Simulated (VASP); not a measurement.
# Ta (P6_3/mmc) in VASP: notebook, part 2 of 2

VASP 6.6.1. Earlier steps stand in the parts before.

## Step 3: Single point, BLYP+D3(BJ)

This run uses another cell than the first one, of 17.95 Å³/atom, 1.023 times its volume.

The input, INCAR:

```
SYSTEM = Ta
PREC     = Accurate       ! precision mode
ENCUT    = 520            ! plane-wave cutoff, eV
EDIFF    = 1E-6           ! SCF threshold, eV
ISMEAR   = 0              ! smearing method
SIGMA    = 0.1            ! smearing width, eV
LREAL    = .FALSE.        ! projectors in reciprocal space
LASPH    = .TRUE.         ! aspherical terms in the spheres
NELM     = 60             ! most SCF steps
ALGO     = Normal         ! electronic algorithm
ISIF     = 2              ! what is computed and relaxed
LWAVE    = .FALSE.        ! write WAVECAR
LCHARG   = .FALSE.        ! write CHGCAR
GGA      = B5             ! functional
ALDAX    = 1.0          
AGGAX    = 1.0          
AGGAC    = 1.0          
ALDAC    = 0.0          
IVDW     = 12             ! dispersion correction
VDW_S6   = 1.0          
VDW_S8   = 2.6996       
VDW_A1   = 0.4298       
VDW_A2   = 4.2359       
NBANDS   = 18             ! bands
```

The input, KPOINTS:

```
Automatic mesh
0
G
  11 11 6
  0 0 0
```

The input, POSCAR:

```
Ta
1.0
    2.8543192721      0.0000000000      0.0000000000
   -1.4271596360      2.4719130001      0.0000000000
    0.0000000000      0.0000000000      5.0895199726
Ta
2
Direct
    0.6666666667      0.3333333333      0.7500000000
    0.3333333333      0.6666666667      0.2500000000
```

Potentials or basis: VASP PAW PBE potentials, release 64 (Ta_pv).

Command:

```
$ cat potpaw_PBE.64/Ta_pv/POTCAR > POTCAR
$ mpirun -np 1 vasp_std > vasp.out
```

OUTCAR:

```text
SYSTEM = Ta
   PREC = Accurate
   ENCUT = 520
   EDIFF = 1E-6
   ISMEAR = 0
   LREAL = .FALSE.
   LASPH = .TRUE.
   NELM = 60
   ISIF = 2
   GGA = B5
   IVDW = 12
 IVDW          = 12

 ion  position               nearest neighbor table
   1  0.667  0.333  0.750-   2 3.03   2 3.03   2 3.03   2 3.03   2 3.03   2 3.03
   2  0.333  0.667  0.250-   1 3.03   1 3.03   1 3.03   1 3.03   1 3.03   1 3.03

  LATTYP: Found a hexagonal cell.
 ALAT       =     2.8543192721
 C/A-ratio  =     1.7830941417

  Lattice vectors:
[... 696 lines left out ...]

 Edisp (eV)   -3.28809

 E8    (eV) :    -2.6183

  FORCE on cell =-STRESS in cart. coord.  units (eV):
  Direction    XX          YY          ZZ          XY          YZ          ZX
  --------------------------------------------------------------------------------------
  -------------------------------------------------------------------------------------
  Total       0.24013     0.24013     0.24820     0.00000    -0.00000     0.00000
  in kB      10.71386    10.71386    11.07409     0.00000    -0.00000     0.00000
  external pressure =       10.83 kB  Pullay stress =        0.00 kB

 VOLUME and BASIS-vectors are now :
 -----------------------------------------------------------------------------
  energy-cutoff  :      520.00
  volume of cell :       35.91
      direct lattice vectors                 reciprocal lattice vectors
     2.854319272  0.000000000  0.000000000     0.350346231  0.202272491  0.000000000
    -1.427159636  2.471913000  0.000000000     0.000000000  0.404544982  0.000000000
     0.000000000  0.000000000  5.089519973     0.000000000  0.000000000  0.196482184

 POSITION                                       TOTAL-FORCE (eV/Angst)
 -----------------------------------------------------------------------------------
      1.42716      0.82397      3.81714        -0.000000      0.000000      0.000000
     -0.00000      1.64794      1.27238         0.000000      0.000000      0.000000
 -----------------------------------------------------------------------------------
    total drift:                               -0.000000      0.000000     -0.000000

  FREE ENERGIE OF THE ION-ELECTRON SYSTEM (eV)
  ---------------------------------------------------
  free  energy   TOTEN  =       -23.2544289239 eV

  energy  without entropy=      -23.2460107355  energy(sigma->0) =      -23.25021983
```

stdout:

```text
POSCAR found type information on POSCAR Ta
 POSCAR found :  1 types and       2 ions
 scaLAPACK will be used
 -----------------------------------------------------------------------------
|                                                                             |
|                                                                             |
|     You enforced a specific xc type in the INCAR file but a different       |
|     I HOPE YOU KNOW WHAT YOU ARE DOING!                                     |
|                                                                             |
 -----------------------------------------------------------------------------

 LDA part: xc-table for (Slater(with rela. corr.)+VWN5), standard interpolation
 POSCAR, INCAR and KPOINTS ok, starting setup
 FFT: planning ... GRIDC
 FFT: planning ... GRID_SOFT
 FFT: planning ... GRID
 WAVECAR not read
 entering main loop
```

Wall time 18 s (1 thread of Intel Xeon Platinum 8559C (Emerald Rapids), shared host); peak memory 0.19 GiB.

What came out:

- Free energy: -23.2544 eV
- Pressure: 1.1 GPa
- Band gap on the k mesh: zero (band 11 reaches 8.24 eV, above the bottom of band 12 at 5.68 eV)
- Dispersion energy per atom: -1.644 eV

Levels at points of the mesh, in eV from the Fermi level:
| k point | band 9 | band 10 | band 11 | band 12 | band 13 | band 14 |
| --- | --- | --- | --- | --- | --- | --- |
| (0.00, 0.00, 0.00) | -0.71 | 0.30 | 0.55 | 0.55 | 1.13 | 1.13 |
| (0.00, 0.00, 0.50) | -1.22 | -1.22 | 0.60 | 0.60 | 0.60 | 0.60 |

Caveat: the PAW data sets were made with another functional, which shifts forces and pressure a little; spin-orbit coupling is left out, which moves the levels of the heavy elements; pairwise dispersion overbinds metals, which lowers pressure and volume.

## Step 4: Single point, PBEsol

This run uses another cell than the first one, of 18.12 Å³/atom, 1.032 times its volume.

The input, INCAR:

```
SYSTEM = Ta
PREC = Accurate ; ENCUT = 520
EDIFF = 1E-6 ; ISMEAR = 0
SIGMA = 0.1 ; LREAL = .FALSE.
LASPH = .TRUE. ; NELM = 100
ALGO = Normal ; ISIF = 2
LWAVE = .FALSE. ; LCHARG = .FALSE.
GGA = PS ; NBANDS = 18
```

KPOINTS is that of step 3.

The input, POSCAR:

```
Ta
1.0
    2.8645511572      0.0000000000      0.0000000000
   -1.4322755786      2.4807740726      0.0000000000
    0.0000000000      0.0000000000      5.0990818930
Ta
2
Direct
    0.6666666667      0.3333333333      0.7500000000
    0.3333333333      0.6666666667      0.2500000000
```

Command:

```
$ cat potpaw_PBE.64/Ta_pv/POTCAR > POTCAR
$ mpirun -np 1 vasp_std > vasp.out
```

Wall time 14 s (1 thread of Intel Xeon Platinum 8559C (Emerald Rapids), shared host); peak memory 0.18 GiB.

The run converged. Its results:

* Free energy: -24.5299 eV
* Pressure: 0.1 GPa
* Band gap on the k mesh: zero (band 11 reaches 7.23 eV, above the bottom of band 12 at 4.92 eV)

Levels at points of the mesh, in eV from the Fermi level:
```tsv
k point	band 7	band 8	band 9	band 10	band 11	band 12	band 13	band 14	band 15	band 16
(0.00, 0.00, 0.00)	-8.32	-5.02	-0.60	0.01	0.60	0.60	1.19	1.19	3.07	3.07
(0.00, 0.00, 0.50)	-6.43	-6.43	-1.21	-1.21	0.65	0.65	0.65	0.65	4.59	4.59
```

Caveat: the PAW data sets were made with another functional, which shifts forces and pressure a little; spin-orbit coupling is left out, which moves the levels of the heavy elements.

## Step 5: Relaxation of cell and atoms, BLYP+D3(BJ)

This run uses another cell than the first one, of 18.82 Å³/atom, 1.072 times its volume.

The input, INCAR:

```
  AGGAC = 1.0
  AGGAX = 1.0
  ALDAC = 0.0
  ALDAX = 1.0
  ALGO = Normal
  EDIFF = 1E-6
  EDIFFG = -0.01
  ENCUT = 600
  GGA = B5
  IBRION = 2
  ISIF = 3
  ISMEAR = 0
  IVDW = 12
  LASPH = True
  LCHARG = False
  LREAL = False
  LWAVE = False
  NELM = 100
  NSW = 80
  PREC = Accurate
  SIGMA = 0.1
  VDW_A1 = 0.4298
  VDW_A2 = 4.2359
  VDW_S6 = 1.0
  VDW_S8 = 2.6996
```

The input, KPOINTS:

```
k-points
0
Gamma
  11 11 6
```

The input, POSCAR:

```
Ta
1.0
    2.9003720000      0.0000000000      0.0000000000
   -1.4501860000      2.5117958324      0.0000000000
    0.0000000000      0.0000000000      5.1662740000
Ta
2
Direct
    0.6666666667      0.3333333333      0.7500000000
    0.3333333333      0.6666666667      0.2500000000
```

Potentials or basis: VASP PAW PBE potentials, release 64 (Ta_pv).

Command:

```
$ cat potpaw_PBE.64/Ta_pv/POTCAR > POTCAR
$ mpirun -np 1 vasp_std > vasp.out
```

OUTCAR:

```text
EDIFF = 1E-6
   EDIFFG = -0.01
   ENCUT = 600
   GGA = B5
   IBRION = 2
   ISIF = 3
   ISMEAR = 0
   IVDW = 12
   LASPH = True
   LREAL = False
   NELM = 100
   NSW = 80
   PREC = Accurate
 IVDW          = 12

 ion  position               nearest neighbor table
   1  0.667  0.333  0.750-   2 3.08   2 3.08   2 3.08   2 3.08   2 3.08   2 3.08
   2  0.333  0.667  0.250-   1 3.08   1 3.08   1 3.08   1 3.08   1 3.08   1 3.08

  LATTYP: Found a hexagonal cell.
 ALAT       =     2.9003720000
 C/A-ratio  =     1.7812453023

  Lattice vectors:

 A1 = (   2.9003720000,   0.0000000000,   0.0000000000)
 A2 = (  -1.4501860000,   2.5117958324,   0.0000000000)
 A3 = (   0.0000000000,   0.0000000000,   5.1662740000)

Analysis of symmetry for initial positions (statically):
=====================================================================
 Subroutine PRICEL returns:
 Original cell was already a primitive cell.

 Routine SETGRP: Setting up the symmetry group for a
 hexagonal supercell.

 Subroutine GETGRP returns: Found 24 space group operations
 (whereof 12 operations were pure point group operations)
[... 459 lines left out ...]

 val. band max:        6.4155272546   @ k =   0.2727   0.2727   0.0000
 cond. band min:       6.4541493911   @ k =   0.1818   0.1818   0.0000
 fundamental gap:      0.0386221365
 Fermi energy:         6.4425409270

 k-point     1 :       0.0000    0.0000    0.0000
  band No.  band energies     occupation
      1     -27.9901      2.00000
      2     -27.0425      2.00000
      3     -26.9006      2.00000
      4     -26.9006      2.00000
      5     -26.8064      2.00000
      6     -26.8064      2.00000
      7      -1.6979      2.00000
      8       1.4663      2.00000
      9       5.7339      2.00000
     10       6.7211      0.00008
     11       6.9918      0.00000
     12       6.9918      0.00000
     13       7.5682      0.00000
     14       7.5682      0.00000
[... 401 lines left out ...]
      2     -27.4346      2.00000
      3     -27.3970      2.00000
      4     -27.1099      2.00000
      5     -27.0443      2.00000
      6     -26.9560      2.00000
      7       0.5364      2.00000
      8       3.2975      2.00000
      9       4.4047      2.00000
     10       5.2305      2.00000
     11       6.0139      2.00000
     12       6.7149      0.00012
     13       8.2231      0.00000
     14       8.2746      0.00000
     15       9.4782      0.00000

 [... further k-points ...]

------------------------ aborting loop because EDIFF is reached ----------------------------------------

 Edisp (eV)   -3.26963

 E8    (eV) :    -2.6035
[... 25 lines left out ...]
  FREE ENERGIE OF THE ION-ELECTRON SYSTEM (eV)
  ---------------------------------------------------
  free  energy   TOTEN  =       -23.2549489760 eV

  energy  without entropy=      -23.2466399572  energy(sigma->0) =      -23.25079447

 reached required accuracy - stopping structural energy minimisation
```

Run time: 97 s. Hardware: 1 thread of Intel Xeon Platinum 8559C (Emerald Rapids), shared host; peak memory 0.21 GiB.

Results:

* Free energy: -23.2549 eV
* Relaxed volume: 18.05 Å³/atom
* Relaxed cell: a = 2.859 Å, b = 2.859 Å, c = 5.102 Å, α = 90.00°, β = 90.00°, γ = 120.00°
* Space group after relaxing (to 0.05 Å): P6_3/mmc (No. 194)
* Energy gained by relaxing: 19.6 meV/atom
* Ionic steps: 8
* Pressure after relaxing: 0.0 GPa
* Band gap on the k mesh: zero (band 11 reaches 8.17 eV, above the bottom of band 12 at 5.64 eV)
* Dispersion energy per atom: -1.635 eV

Step by step:
```csv
step,energy change (eV),largest force (eV/Å),pressure (GPa),volume (Å³)
1,0.0000,0.0000,-7.93,37.64
2,0.1902,0.0000,23.68,32.79
3,-0.0391,0.0000,-0.32,36.16
4,-0.0392,0.0000,-0.02,36.11
5,-0.0391,0.0000,0.14,36.08
6,-0.0391,0.0000,-0.31,36.15
7,-0.0392,0.0000,-0.09,36.11
8,-0.0392,0.0000,-0.01,36.10
```

Final structure:
```
CELL_PARAMETERS angstrom
2.85855 0.00000 0.00000
-1.42928 2.47558 0.00000
0.00000 0.00000 5.10196
ATOMIC_POSITIONS crystal
Ta 0.66667 0.33333 0.75000
Ta 0.33333 0.66667 0.25000
```

Caveat: the PAW data sets were made with another functional, which shifts forces and pressure a little; spin-orbit coupling is left out, which moves the levels of the heavy elements; pairwise dispersion overbinds metals, which lowers pressure and volume.

## Step 6: Overview

| task | level | cell | cutoff (eV) | gap on the mesh (eV) | pressure (GPa) |
| --- | --- | --- | --- | --- | --- |
| single point | PBEsol+D3(BJ) | a = 2.837, b = 2.837, c = 5.038 Å, angles 90.0, 90.0, 120.0°, 2 atoms | 520 | none | 0.1 |
| single point | BLYP+D3(BJ) | a = 2.854, b = 2.854, c = 5.090 Å, angles 90.0, 90.0, 120.0°, 2 atoms | 520 | none | 1.1 |
| single point | PBEsol | a = 2.865, b = 2.865, c = 5.099 Å, angles 90.0, 90.0, 120.0°, 2 atoms | 520 | none | 0.1 |
| relaxation of cell and atoms | BLYP+D3(BJ) | relaxed from a = 2.900, b = 2.900, c = 5.166 Å, angles 90.0, 90.0, 120.0°, 2 atoms | 600 | none | 0.0 |

Alike in all rows: potentials or basis VASP PAW PBE potentials, release 64 (Ta_pv); no spin polarisation; k mesh 11 × 11 × 6; smearing gaussian 0.1 eV.

Caveats: the PAW data sets were made with another functional, which shifts forces and pressure a little; spin-orbit coupling is left out, which moves the levels of the heavy elements; pairwise dispersion overbinds metals, which lowers pressure and volume (some runs).

Absolute energies hang on the potentials; compare differences alone.
